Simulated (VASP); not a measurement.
Wanted: the native input for a VASP 6.6.1 run.

* Task: single point
* Functional: PBE
* Dispersion: D3(BJ)
* Potentials or basis: VASP PAW PBE potentials, release 64 (C, H, B, F)
* Cutoff: 520 eV
* k mesh: 1 × 1 × 1
* Occupations: fermi-dirac, width 0.05 eV
* Spin: no spin polarisation
* Dipole correction: no
* Further INCAR settings: LREAL = Auto; ALGO = Normal; EDIFF = 1e-06; NBANDS = 98

The structure of BH4C2F3 lies in POSCAR:

```
BH4C2F3
1.0
    7.8987230000      0.0000000000      0.0000000000
    0.0000000000      7.8987230000      0.0000000000
    0.0000000000      0.0000000000      7.8987230000
C H B F
8 16 4 12
Direct
    0.5347320067      0.4380075108      0.1449221602
    0.6069082306      0.5914880165      0.1596967003
    0.1514168809      0.6684371638      0.9911475564
    0.2042482057      0.8284756916      1.0143918200
    0.4503132975      0.1368702257      0.5617743526
    0.3249892419      0.0405381984      0.5001061564
    0.9565850075      0.2220991925      0.0498688206
    1.0187469544      0.2179972636     -0.1066754715
    0.5740041776      0.3343705052      0.2219219486
    0.4136744636      0.4216884172      0.0774935391
    0.7290925381      0.6055789018      0.2165413321
    0.5430877877      0.7086588554      0.1060677783
    0.0406774614      0.6072120772      1.0757814902
    0.1922842465      0.5808787066      0.8957777099
    0.1534551851      0.9029054443      1.1195100778
    0.2965289452      0.8877890768      0.9230859216
    0.4574536922      0.2740696186      0.5395049301
    0.5423155110      0.0959648794      0.6571821800
    0.2355823846      0.1070046386      0.4138263869
    0.3105818497     -0.0928631122      0.5281739846
    0.8414651330      0.3019222221      0.0703784650
    1.0188608969      0.1709516842      0.1521258563
    0.9482925278      0.2626753717     -0.2171743458
    1.1402602674      0.1729266870     -0.1531006974
    0.8472002373      0.9683084215      0.4910287397
    0.6557515690      0.5829423313      0.7229143243
    0.7138875487      0.9802977013      0.0302074145
    0.1200953623      0.5639139390      0.4476546399
    0.8407688179      1.1236499875      0.4335510943
    0.9762717341      0.9368856206      0.5974763262
    0.7399044124      0.8401737851      0.4597072210
    0.5069173840      0.6560933964      0.7328146588
    0.6728555996      0.4233342529      0.6843637889
    0.7974326989      0.6740836462      0.7587555609
    0.5939567700      1.0429407386      0.1375918614
    0.8346918863      0.8828262493      0.0874318545
    0.6985686167      1.0202155462     -0.1376804833
    0.2601306566      0.6502316894      0.4026093838
   -0.0332838612      0.6189987926      0.3956968740
    0.1233743733      0.4254864995      0.5487722509
```

The input as run:

INCAR

```
PREC     = Accurate       # precision mode
ENCUT    = 520            # plane-wave cutoff, eV
EDIFF    = 1E-6           # SCF threshold, eV
ISMEAR   = -1             # smearing method
SIGMA    = 0.05           # smearing width, eV
LREAL    = Auto         
LASPH    = True           # aspherical terms in the spheres
NELM     = 80             # most SCF steps
ALGO     = Normal         # electronic algorithm
ISIF     = 2              # what is computed and relaxed
LWAVE    = False          # write WAVECAR
LCHARG   = False          # write CHGCAR
GGA      = PE             # functional
IVDW     = 12             # dispersion correction
NBANDS   = 98             # bands
```

KPOINTS

```
Automatic mesh
0
Gamma
  1 1 1
```

Potentials or basis: VASP PAW PBE potentials, release 64 (C, H, B, F).

The run is started by

```sh
$ cat potpaw_PBE.64/C/POTCAR potpaw_PBE.64/H/POTCAR potpaw_PBE.64/B/POTCAR potpaw_PBE.64/F/POTCAR > POTCAR
$ mpirun -np 1 vasp_gam > vasp.out
```

Results of the run:

```
Pressure                   : -0.8 GPa
Largest force              : 3.005 eV/Å
Band gap on the k mesh     : 4.68 eV
Dispersion energy per atom : -0.045 eV
```

Caveat: the k points lie up to 0.80 Å⁻¹ apart.

It took 57 s on 1 thread of Intel(R) Xeon(R) Platinum 8488C (Sapphire Rapids), on a shared host, peak memory 0.48 GiB.
